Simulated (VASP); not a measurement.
**Zr3S2: single point with PBE**

The system is Zr3S2.

```
Zr S
1.0
     3.19486    1.84455    5.81512
    -3.19486    1.84455    5.81512
     0.00000   -3.68911    5.81512
Zr S
6 4
Direct
  0.05625 0.44375 0.75000
  0.75000 0.05625 0.44375
  0.44375 0.75000 0.05625
  0.94375 0.55625 0.25000
  0.25000 0.94375 0.55625
  0.55625 0.25000 0.94375
  0.85218 0.85218 0.85218
  0.64782 0.64782 0.64782
  0.14782 0.14782 0.14782
  0.35218 0.35218 0.35218
```

```yaml
Program: VASP 6.6.1
Task: single point
Functional: PBE
Potentials_or_basis: VASP PAW PBE potentials, release 64 (Zr_sv, S)
Cutoff: 520 eV
k_mesh: 3 × 3 × 3
Occupations: gaussian, width 0.1 eV
Spin: no spin polarisation
Dipole_correction: no
Further_INCAR_settings: ALGO = Normal; EDIFF = 1e-06; NBANDS = 59
```

```yaml
Pressure: -2.9 GPa
Largest_force: 1.181 eV/Å
Band_gap_on_the_k_mesh: zero (band 48 reaches 8.96 eV, above the bottom of band 49 at 8.57 eV)
```

Forces on the atoms (eV/Å):
```
Zr  -0.109  0.000  0.000
Zr   0.054 -0.094  0.000
Zr   0.054  0.094  0.000
Zr   0.109  0.000  0.000
Zr  -0.054  0.094  0.000
Zr  -0.054 -0.094  0.000
S    0.000  0.000 -1.181
S    0.000  0.000  1.181
S    0.000  0.000  1.181
S    0.000  0.000 -1.181
```

Stress tensor (GPa, compression positive):
```
-2.24  0.00  0.00
 0.00 -2.24  0.00
 0.00  0.00 -4.25
```

Levels at points of the mesh, in eV from the Fermi level:
```csv
k point,band 44,band 45,band 46,band 47,band 48,band 49,band 50,band 51,band 52,band 53
"(0.00, 0.00, 0.00)",-0.82,-0.64,-0.64,-0.44,-0.42,-0.42,0.04,0.04,0.68,0.91
```

Wall time 2.6 min on 1 thread of Intel(R) Xeon(R) Platinum 8259CL CPU @ 2.50GHz (Skylake/Cascade Lake), with other jobs on the host, peak memory 0.4 GiB.

Caveat: the k points lie up to 0.40 Å⁻¹ apart; forces of over 1 eV/Å act on the atoms, so gaps and moduli don't describe the material at rest.
